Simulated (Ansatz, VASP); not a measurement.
**Two plane-wave programs on Pb**

The input INCAR:

```
PREC = Accurate
ENCUT = 500
EDIFF = 1E-6
ISMEAR = 0
SIGMA = 0.1
LREAL = False
LASPH = True
NELM = 120
ALGO = Normal
ISIF = 2
LWAVE = False
LCHARG = False
NBANDS = 21
GGA_COMPAT = False
```

Contents of KPOINTS:

```
Automatic mesh
0
Gamma
  4 4 4
```

POSCAR

```
Pb
1.0
    0.0000000000      3.4390000555      3.4390000555
    3.4390000555      0.0000000000      3.4390000555
    3.4390000555      3.4390000555      0.0000000000
Pb
2
Direct
    0.5000000000      0.5000000000      0.5000000000
    0.7500000000      0.7500000000      0.7500000000
```

Input for Ansatz:

```yaml
crystal:
  lattice:
    - [0.0, 3.4390000555, 3.4390000555]
    - [3.4390000555, 0.0, 3.4390000555]
    - [3.4390000555, 3.4390000555, 0.0]
  atoms:
    - { symbol: Pb, position: [0.5, 0.5, 0.5] }
    - { symbol: Pb, position: [0.75, 0.75, 0.75] }
basis:
  ecutwfc: 420
kpoints:
  mp_grid: { grid: [4, 4, 4] }
hamiltonian:
  xc: lda
scf:
  occupations: { method: gaussian, width: 0.1 }
output:
  forces: true
  stress: true
  eigenvalues: true
```

Alike in both runs: task single point; functional LDA; k mesh 4 × 4 × 4; occupations gaussian, width 0.1 eV; no spin polarisation.

```csv
,VASP,Ansatz
version,VASP 6.6.1,Ansatz 0.2.0
potentials or method,"VASP PAW LDA potentials, release 64 (Pb_d), cutoff 500 eV","scalar-relativistic, plane waves, PAW"
valence electrons in the cell,28,28
```

|  | VASP | Ansatz | Ansatz less VASP |
| --- | --- | --- | --- |
| gap on the k mesh at the Fermi level (eV) | none | none | - |
| pressure (GPa) | 0.1 | 0.1 | +0.02 |

LDA's correlation is that of Perdew and Zunger in VASP and of Perdew and Wang (1992) in Ansatz. A gap of «none» marks a metal or a gap that the smearing closes.

The k mesh is coarse, so the values compare programs but aren't converged. Neither program's run includes spin-orbit coupling.
